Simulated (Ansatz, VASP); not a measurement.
## BiB in VASP and in Ansatz

Contents of POSCAR:

```
BiB
1.0
    3.9038520348      0.0000000000      0.0000000000
   -1.9519260174      3.3808350347      0.0000000000
    0.0000000000      0.0000000000      6.4385741645
B Bi
2 2
Direct
    0.3333333333      0.6666666667      0.0002433735
    0.6666666667      0.3333333333      0.5002433735
    0.3333333333      0.6666666667      0.3747566265
    0.6666666667      0.3333333333      0.8747566265
```

Contents of INCAR.step1:

```
ALGO = Normal ; EDIFF = 1E-4
ENCUT = 520 ; GGA = PE
ISMEAR = -1 ; LASPH = True
LCHARG = False ; LREAL = False
LWAVE = True ; NBANDS = 26
NELM = 60 ; PREC = Accurate
SIGMA = 0.02
```

The input INCAR.step2:

```
ALGO = Normal ; EDIFF = 1E-7
ENCUT = 520 ; ISIF = 2
ISMEAR = -1 ; ISTART = 1
LASPH = True ; LCHARG = False
LMIXTAU = True ; LREAL = False
LWAVE = False ; METAGGA = R2SCAN
NBANDS = 26 ; NELM = 60
PREC = Accurate ; SIGMA = 0.02
```

The input KPOINTS:

```
k-points
0
Gamma
  6 6 4
```

Input for Ansatz:

```yaml
crystal:
  lattice:
    - [3.9038520348, 0.0, 0.0]
    - [-1.9519260174, 3.3808350347, 0.0]
    - [0.0, 0.0, 6.4385741645]
  atoms:
    - { symbol: B, position: [0.3333333333, 0.6666666667, 0.0002433735] }
    - { symbol: B, position: [0.6666666667, 0.3333333333, 0.5002433735] }
    - { symbol: Bi, position: [0.3333333333, 0.6666666667, 0.3747566265] }
    - { symbol: Bi, position: [0.6666666667, 0.3333333333, 0.8747566265] }
kpoints:
  mp_grid: { grid: [6, 6, 4] }
hamiltonian:
  xc: r2scan
scf:
  occupations: { method: fermi_dirac, width: 0.02 }
  n_extra_bands: 5
output:
  forces: true
  stress: true
  eigenvalues: true
```

Alike in both runs: task single point; functional r2SCAN; k mesh 6 × 6 × 4; occupations fermi-dirac, width 0.02 eV; no spin polarisation.

|  | VASP | Ansatz |
| --- | --- | --- |
| version | VASP 6.6.1 | Ansatz 0.2.0 |
| potentials or method | VASP PAW PBE potentials, release 64 (B, Bi_d) | plane waves, PAW |
| plane-wave cutoff (eV) | 520 | 500 |
| valence electrons in the cell | 36 | 36 |

```csv
,VASP,Ansatz,Ansatz less VASP
pressure (GPa),-2.3,-2.3,+0.04
"traceless stress, the component that is largest in VASP (GPa)",-0.13,-0.13,-0.005
rms of the force components (eV/Å),0.008,0.007,-0.0004
```

VASP's potentials were made for PBE, not for r2SCAN. Atom by atom the forces differ by 0.000 eV/Å (rms over components). With one functional, cell and mesh, what is left measures potentials, basis and numerics.

Spin-orbit coupling is off throughout.
